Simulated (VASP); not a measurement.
# SiPb (CsCl type) (Pm-3m) in VASP: a series of runs

The runs below take SiPb (CsCl type) through density of states, with PBEsol.

Program: VASP 6.6.1. These are calculated values, not measurements. Logs are shortened: lines on timing, memory, paths and dates and some standing lists are left out, and cuts for length are marked.

## 1. The cell of the first run

The structure is cubic, space group Pm-3m (No. 221). The conventional cell has a = 3.019 Å, b = 3.019 Å, c = 3.019 Å, α = 90.00°, β = 90.00°, γ = 90.00°. Within 3.4 Å of Pb (site symmetry m-3m) lie 8 Si at 2.61 Å and 6 Pb at 3.02 Å. Si (site symmetry m-3m) has 8 Pb at 2.61 Å and 6 Si at 3.02 Å within 3.4 Å.

## 2. Density of states, PBEsol (volume scaled by 0.6)

Input file POSCAR:

```
SiPb
1.0
    3.0194927285      0.0000000000      0.0000000000
    0.0000000000      3.0194927285      0.0000000000
    0.0000000000      0.0000000000      3.0194927285
Pb Si
1 1
Direct
    0.0000000000      0.0000000000      0.0000000000
    0.5000000000      0.5000000000      0.5000000000
```

Input file INCAR.step1:

```
SYSTEM = SiPb
  PREC = Accurate
  ENCUT = 520
  EDIFF = 1E-7
  ISMEAR = -1
  SIGMA = 0.08
  LREAL = .FALSE.
  LASPH = .TRUE.
  NELM = 100
  ALGO = Normal
  ISIF = 2
  LWAVE = .FALSE.
  LCHARG = .TRUE.
  GGA = PS
  NBANDS = 16
```

Input file KPOINTS.step1:

```
regular mesh
0
G
  11 11 11
  0 0 0
```

Input file INCAR.step2:

```
SYSTEM = SiPb
  PREC = Accurate
  ENCUT = 520
  EDIFF = 1E-7
  ISMEAR = -5
  SIGMA = 0.08
  LREAL = .FALSE.
  LASPH = .TRUE.
  NELM = 100
  ALGO = Normal
  ISIF = 2
  LWAVE = .FALSE.
  LCHARG = .FALSE.
  GGA = PS
  LORBIT = 11
  NEDOS = 1001
  ICHARG = 11
```

Input file KPOINTS.step2:

```
regular mesh
0
G
  17 17 17
  0 0 0
```

Potentials or basis: VASP PAW PBE potentials, release 64 (Pb_d, Si).

Started as:

```
$ cat potpaw_PBE.64/Pb_d/POTCAR potpaw_PBE.64/Si/POTCAR > POTCAR
$ cp INCAR.step1 INCAR
$ cp KPOINTS.step1 KPOINTS
$ mpirun -np 1 vasp_std > vasp.out
$ cp INCAR.step2 INCAR
$ cp KPOINTS.step2 KPOINTS
$ mpirun -np 1 vasp_std > vasp.out
```

OUTCAR:

```text
SYSTEM = SiPb
   PREC = Accurate
   ENCUT = 520
   EDIFF = 1E-7
   ISMEAR = -5
   LREAL = .FALSE.
   LASPH = .TRUE.
   NELM = 100
   ISIF = 2
   GGA = PS
   LORBIT = 11
   ICHARG = 11

 ion  position               nearest neighbor table
   1  0.000  0.000  0.000-   2 2.61   2 2.61   2 2.61   2 2.61   2 2.61   2 2.61   2 2.61   2 2.61

   2  0.500  0.500  0.500-   1 2.61   1 2.61   1 2.61   1 2.61   1 2.61   1 2.61   1 2.61   1 2.61

  LATTYP: Found a simple cubic cell.
 ALAT       =     3.0194927285

  Lattice vectors:

 A1 = (   3.0194927285,   0.0000000000,   0.0000000000)
 A2 = (   0.0000000000,   3.0194927285,   0.0000000000)
 A3 = (   0.0000000000,   0.0000000000,   3.0194927285)

Analysis of symmetry for initial positions (statically):
=====================================================================
 Subroutine PRICEL returns:
 Original cell was already a primitive cell.

 Routine SETGRP: Setting up the symmetry group for a
 simple cubic supercell.

 Subroutine GETGRP returns: Found 48 space group operations
 (whereof 48 operations were pure point group operations)
 out of a pool of 48 trial point group operations.

The static configuration has the point symmetry O_h .

Analysis of symmetry for dynamics (positions and initial velocities):
=====================================================================
 Subroutine PRICEL returns:
 Original cell was already a primitive cell.

 Routine SETGRP: Setting up the symmetry group for a
 simple cubic supercell.

 Subroutine GETGRP returns: Found 48 space group operations
 (whereof 48 operations were pure point group operations)
 out of a pool of 48 trial point group operations.

The dynamic configuration has the point symmetry O_h .

 Subroutine INISYM returns: Found 48 space group operations
 (whereof 48 operations are pure point group operations),
 and found     1 'primitive' translations

----------------------------------------------------------------------------------------

                                     Primitive cell

  volume of cell :      27.5297

  direct lattice vectors                    reciprocal lattice vectors
     3.019492728  0.000000000  0.000000000     0.331181457  0.000000000  0.000000000
     0.000000000  3.019492728  0.000000000     0.000000000  0.331181457  0.000000000
     0.000000000  0.000000000  3.019492728     0.000000000  0.000000000  0.331181457

  length of vectors
     3.019492728  3.019492728  3.019492728     0.331181457  0.331181457  0.331181457

  position of ions in fractional coordinates (direct lattice)
     0.000000000  0.000000000  0.000000000
     0.500000000  0.500000000  0.500000000

  ion indices of the primitive-cell ions
   primitive index   ion index
                 1           1
                 2           2

----------------------------------------------------------------------------------------

 KPOINTS: regular mesh

Automatic generation of k-mesh.
 Grid dimensions read from file:
 generate k-points for:   17   17   17

 Generating k-lattice:

  Cartesian coordinates                     Fractional coordinates (reciprocal lattice)
     0.019481262  0.000000000  0.000000000     0.058823529  0.000000000  0.000000000
     0.000000000  0.019481262  0.000000000     0.000000000  0.058823529  0.000000000
     0.000000000  0.000000000  0.019481262     0.000000000  0.000000000  0.058823529

  Length of vectors
     0.019481262  0.019481262  0.019481262

  Shift w.r.t. Gamma in fractional coordinates (k-lattice)
     0.000000000  0.000000000  0.000000000

 TETIRR: Found   2433 inequivalent tetrahedra from    29478

 Subroutine IBZKPT returns following result:
 ===========================================

 Found    165 irreducible k-points:

 Following reciprocal coordinates:
            Coordinates               Weight
  0.000000  0.000000  0.000000      1.000000
  0.058824  0.000000  0.000000      6.000000
  0.117647  0.000000  0.000000      6.000000
  0.176471  0.000000  0.000000      6.000000
  0.235294  0.000000  0.000000      6.000000
  0.294118  0.000000  0.000000      6.000000
[... 16 lines left out ...]
  0.411765  0.117647  0.000000     24.000000
  0.470588  0.117647  0.000000     24.000000
 [... further k-points ...]
   k-points           NKPTS =    165   k-points in BZ     NKDIM =    165   number of bands    NBANDS=     13
   number of dos      NEDOS =   1001   number of ions     NIONS =      2
   total plane-waves  NPLWV =  13824
   dimension x,y,z NGX =    24 NGY =   24 NGZ =   24
   dimension x,y,z NGXF=    48 NGYF=   48 NGZF=   48
   ions per type =               1   1
   NGX,Y,Z   is equivalent  to a cutoff of  13.21, 13.21, 13.21 a.u.
   NGXF,Y,Z  is equivalent  to a cutoff of  26.43, 26.43, 26.43 a.u.
 SYSTEM =  SiPb
   PREC   = accura    normal or accurate (medium, high low for compatibility)
   ISTART =      0    job   : 0-new  1-cont  2-samecut
   ICHARG =     11    charge: 1-file 2-atom 10-const
   ISPIN  =      1    spin polarized calculation?
   LNONCOLLINEAR =      F non collinear calculations
   LSORBIT =      F    spin-orbit coupling
   LASPH  =      T    aspherical Exc in radial PAW
   ENCUT  =  520.0 eV  38.22 Ry    6.18 a.u.   5.61  5.61  5.61*2*pi/ulx,y,z
   NELM   =    100;   NELMIN=  2; NELMDL=  0     # of ELM steps
   EDIFF  = 0.1E-06   stopping-criterion for ELM
   LREAL  =      F    real-space projection
   EDIFFG = 0.1E-05   stopping-criterion for IOM
   NSW    =      0    number of steps for IOM
   IBRION =     -1    ionic relax: 0-MD 1-quasi-New 2-CG
   NFREE  =      0    steps in history (QN), initial steepest desc. (CG)
   ISIF   =      2    stress and relaxation
   ISYM   =      2    0-nonsym 1-usesym 2-fastsym
   POTIM  = 0.5000    time-step for ionic-motion
   TEBEG  =    0.0;   TEEND  =   0.0 temperature during run
   PSTRESS=    0.0 pullay stress
   NELECT =      18.0000    total number of electrons
   NUPDOWN=      -1.0000    fix difference up-down
   EMIN   =  10.00;   EMAX   =-10.00  energy-range for DOS
   EFERMI =   0.00;   METHOD = LEGACY
   ISMEAR =    -5;   SIGMA  =   0.08  broadening in eV -4-tet -1-fermi 0-gaus
   EFERMI_NEDOS =   21; number of points for ismear=-14 and -15
   IALGO  =     38    algorithm
   IMIX   =      4    mixing-type and parameters
     AMIX     =   0.40;   BMIX     =  1.00
     AMIX_MAG =   1.60;   BMIX_MAG =  1.00
  volume/ion in A,a.u.               =      13.76        92.89
  Fermi-wavevector in a.u.,A,eV,Ry     =   1.420905  2.685121 27.469764  2.018971
  Thomas-Fermi vector in A             =   2.541771
   LORBIT       =     11    0 simple, 1 ext, 2 COOP (PROOUT), +10 PAW based schemes
   GGA     = PS    functional components
   LHFCALC =     F    Hartree Fock is set to
   AEXX    =    0.0000 exact exchange contribution
   IVDW    =     0    specifies the selected vdW correction
   LEPSILON=     F    determine dielectric tensor
   LRPA    =     F    only Hartree local field effects (RPA)
 non-spin polarized calculation
 Fermi weights with tetrahedron method with Bloechl corrections
  energy-cutoff  :      520.00
  volume of cell :       27.53
 maximum number of plane-waves:       752
 NGX is ok and might be reduce to    24

 number of electron      18.0000004 magnetization

 Free energy of the ion-electron system (eV)
  ---------------------------------------------------
  ext. energy  EPLUGINS =         0.00000000
  ---------------------------------------------------
  free energy    TOTEN  =        -5.12584229 eV

  energy without entropy =       -5.12584229  energy(sigma->0) =       -5.12584229

 E-fermi :  15.5466     XC(G=0): -13.1405

 val. band max:       15.5771315635   @ k =   0.1765   0.1765   0.0000
 cond. band min:      15.3806675966   @ k =   0.3529   0.2941   0.1765
 fundamental gap:     -0.1964639669
 Fermi energy:        15.5465897639

 k-point     1 :       0.0000    0.0000    0.0000
  band No.  band energies     occupation
      1      -3.0980      2.00000
      2      -3.0980      2.00000
      3      -2.0348      2.00000
      4      -2.0291      2.00000
      5      -2.0291      2.00000
      6      -2.0291      2.00000
      7      14.2141      2.00000
      8      14.2141      2.00000
      9      14.2141      2.00000
     10      16.8185      0.00000
     11      19.2326      0.00000
     12      19.2326      0.00000
     13      30.3615      0.00000

 k-point     2 :       0.0588    0.0000    0.0000
  band No.  band energies     occupation
      1      -3.0943      2.00000
      2      -3.0736      2.00000
      3      -2.0432      2.00000
      4      -2.0432      2.00000
      5      -2.0275      2.00000
      6      -1.9706      2.00000
      7      13.4628      2.00000
      8      14.2929      2.00000
      9      14.2929      2.00000
     10      17.2174      0.00000
     11      19.2233      0.00000
     12      19.6889      0.00000
     13      29.0317      0.00000

 k-point     3 :       0.1176    0.0000    0.0000
  band No.  band energies     occupation
      1      -3.0837      2.00000
      2      -3.0081      2.00000
      3      -2.0834      2.00000
      4      -2.0834      2.00000
      5      -2.0230      2.00000
      6      -1.7726      2.00000
      7      12.0427      2.00000
      8      14.5266      2.00000
      9      14.5266      2.00000
     10      17.6693      0.00000
     11      19.1962      0.00000
     12      20.9607      0.00000
     13      27.5025      0.00000

 k-point     4 :       0.1765    0.0000    0.0000
  band No.  band energies     occupation
      1      -3.0677      2.00000
      2      -2.9184      2.00000
      3      -2.1435      2.00000
      4      -2.1435      2.00000
      5      -2.0162      2.00000
      6      -1.4309      2.00000
      7      10.5079      2.00000
      8      14.9082      2.00000
      9      14.9082      2.00000
     10      17.9932      0.00000
     11      19.1537      0.00000
     12      22.6302      0.00000
     13      26.0279      0.00000

 k-point     5 :       0.2353    0.0000    0.0000
  band No.  band energies     occupation
      1      -3.0482      2.00000
      2      -2.8211      2.00000
      3      -2.2148      2.00000
      4      -2.2148      2.00000
      5      -2.0080      2.00000
      6      -0.9404      2.00000
      7       8.9844      2.00000
      8      15.4274      1.91020
      9      15.4274      1.62189
     10      18.3177      0.00000
     11      19.1002      0.00000
     12      24.1598      0.00000
     13      24.6175      0.00000
[... 257 lines left out ...]
 k-point    22 :       0.3529    0.1176    0.0000
  band No.  band energies     occupation
      1      -2.9455      2.00000
      2      -2.5603      2.00000
      3      -2.4693      2.00000
      4      -2.3423      2.00000
      5      -2.0427      2.00000
      6       0.7313      2.00000
      7       6.3878      2.00000
      8      14.4128      2.06593
      9      17.0924     -0.00860
     10      18.6073      0.00000
     11      20.2809      0.00000
     12      21.6669      0.00000
     13      22.1134      0.00000

 k-point    23 :       0.4118    0.1176    0.0000
  band No.  band energies     occupation
      1      -2.9308      2.00000
      2      -2.5297      2.00000
      3      -2.4887      2.00000
      4      -2.3893      2.00000
      5      -2.0364      2.00000
      6       1.6251      2.00000
      7       5.0727      2.00000
      8      15.1837      1.49994
      9      17.8986     -0.00352
     10      17.9293      0.00000
     11      19.9679      0.00000
     12      20.9649      0.00000
     13      22.0178      0.00000

 k-point    24 :       0.4706    0.1176    0.0000
  band No.  band energies     occupation
      1      -2.9229      2.00000
      2      -2.5524      2.00000
      3      -2.4605      2.00000
      4      -2.4143      2.00000
      5      -2.0331      2.00000
      6       2.6025      2.00000
      7       3.8848      2.00000
      8      16.0385      0.40518
      9      16.9760     -0.07831
     10      18.8417      0.00000
     11      19.8981      0.00000
     12      19.9098      0.00000
     13      22.4905      0.00000

 [... further k-points ...]
[... 5 lines left out ...]
  --------------------------------------------------------------------------------------
  -------------------------------------------------------------------------------------
  Total       17.5175780     17.5175780     17.5175780      0.0000000      0.0000000      0.0000000
  in kB     1019.4893115   1019.4893115   1019.4893115      0.0000000      0.0000000      0.0000000
  external PRESSURE =    1019.4893115 kB  Pullay stress =       0.0000000 kB

 VOLUME and BASIS-vectors are now :
 -----------------------------------------------------------------------------
  energy-cutoff  :      520.00
  volume of cell :       27.53
      direct lattice vectors                 reciprocal lattice vectors
     3.019492728  0.000000000  0.000000000     0.331181457  0.000000000  0.000000000
     0.000000000  3.019492728  0.000000000     0.000000000  0.331181457  0.000000000
     0.000000000  0.000000000  3.019492728     0.000000000  0.000000000  0.331181457

 POSITION                                       TOTAL-FORCE (eV/Angst)
 -----------------------------------------------------------------------------------
      0.00000      0.00000      0.00000         0.000000      0.000000      0.000000
      1.50975      1.50975      1.50975         0.000000      0.000000      0.000000
 -----------------------------------------------------------------------------------
    total drift:                               -0.000000      0.000000      0.000000

  FREE ENERGIE OF THE ION-ELECTRON SYSTEM (eV)
  ---------------------------------------------------
  free  energy   TOTEN  =        -5.1258422900 eV

  energy  without entropy=       -5.1258422900  energy(sigma->0) =       -5.12584229

 total charge

# of ion       s       p       d       tot
------------------------------------------
    1        1.348   1.284   9.975  12.606
    2        0.901   0.889   0.000   1.789
--------------------------------------------------
tot          2.249   2.172   9.975  14.396
```

Wall time 24 s (1 thread of Intel Xeon Platinum 8488C (Sapphire Rapids), shared host); peak memory 0.18 GiB.

What came out:

```yaml
Valence_electrons_inside_the_program's_atomic_spheres: Pb 12.61; Si 1.79
```

Caveat: the bands computed are all filled at some k points, so no gap is given; the PAW data sets were made with another functional, which shifts forces and pressure a little; spin-orbit coupling is left out, which moves the levels of the heavy elements.

[end of part 1 of 2]
